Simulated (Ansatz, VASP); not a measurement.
**One calculation of TePb, two programs**

The input POSCAR:

```
TePb
1.0
    0.0000000000      3.3005152173      3.3005152173
    3.3005152173      0.0000000000      3.3005152173
    3.3005152173      3.3005152173      0.0000000000
Pb Te
1 1
Direct
    0.0000000000      0.0000000000      0.0000000000
    0.5000000000      0.5000000000      0.5000000000
```

Contents of INCAR.step1:

```
SYSTEM = TePb
ALGO = Normal ; EDIFF = 1E-4
ENCUT = 520 ; GGA = PE
GGA_COMPAT = .FALSE. ; ISMEAR = -1
LASPH = .TRUE. ; LCHARG = .FALSE.
LREAL = .FALSE. ; LSORBIT = .TRUE.
LWAVE = .TRUE. ; MAGMOM = 0 0 0 0 0 0
NBANDS = 32 ; NELM = 150
PREC = Accurate ; SIGMA = 0.02
```

INCAR.step2

```
SYSTEM = TePb
ALGO = Normal ; EDIFF = 1E-6
ENCUT = 520 ; GGA_COMPAT = .FALSE.
ISIF = 2 ; ISMEAR = -1
ISTART = 1 ; LASPH = .TRUE.
LCHARG = .FALSE. ; LMIXTAU = .TRUE.
LORBIT = 11 ; LORBMOM = .TRUE.
LREAL = .FALSE. ; LSORBIT = .TRUE.
LWAVE = .FALSE. ; MAGMOM = 0 0 0 0 0 0
METAGGA = R2SCAN ; NBANDS = 32
NELM = 150 ; PREC = Accurate
SIGMA = 0.02
```

File KPOINTS:

```
k-points
0
G
  8 8 8
  0 0 0
```

Input for Ansatz:

```yaml
crystal:
  lattice:
    - [0.0, 3.3005152173, 3.3005152173]
    - [3.3005152173, 0.0, 3.3005152173]
    - [3.3005152173, 3.3005152173, 0.0]
  atoms:
    - { symbol: Pb, position: [0.0, 0.0, 0.0] }
    - { symbol: Te, position: [0.5, 0.5, 0.5] }
kpoints:
  mp_grid: { grid: [8, 8, 8] }
  band_path:
    path:
      - [0.0, 0.0, 0.0]
      - [0.5, 0.0, 0.5]
      - [0.625, 0.25, 0.625]
      - [0.375, 0.375, 0.75]
      - [0.5, 0.5, 0.5]
      - [0.5, 0.25, 0.75]
      - [0.0, 0.0, 0.5]
    npoints: 1
hamiltonian:
  xc: r2scan
scf:
  occupations: { method: fermi_dirac, width: 0.02 }
  n_extra_bands: 8
magnetization:
  noncollinear: true
  spin_orbit: true
output:
  forces: true
  stress: true
  eigenvalues: true
  write_density: true
  write_potential: true
  elf: true
  volumetric_format: npy
```

Change from the starting cell: hydrostatic strain +1.0%.

Alike in both runs: task single point; functional r2SCAN; k mesh 8 × 8 × 8; occupations fermi-dirac, width 0.02 eV; non-collinear spin, spin-orbit coupling.

```csv
,VASP,Ansatz
version,VASP 6.6.1,Ansatz 0.2.0
potentials or method,"VASP PAW PBE potentials, release 64 (Pb_d, Te)","plane waves, PAW"
plane-wave cutoff (eV),520,500
valence electrons in the cell,20,30
```

```tsv
	VASP	Ansatz	Ansatz less VASP
pressure (GPa)	-1.2	-1.3	-0.06
net moment per atom (μB)	0.00	0.00	0.000
```

VASP's potentials were made for PBE, not for r2SCAN. The functional is the same, so the differences come from potentials, cutoffs and numerics. VASP's potentials hold 20 valence electrons a cell and Ansatz's 30, so a difference there can come from the potentials and not from the codes.
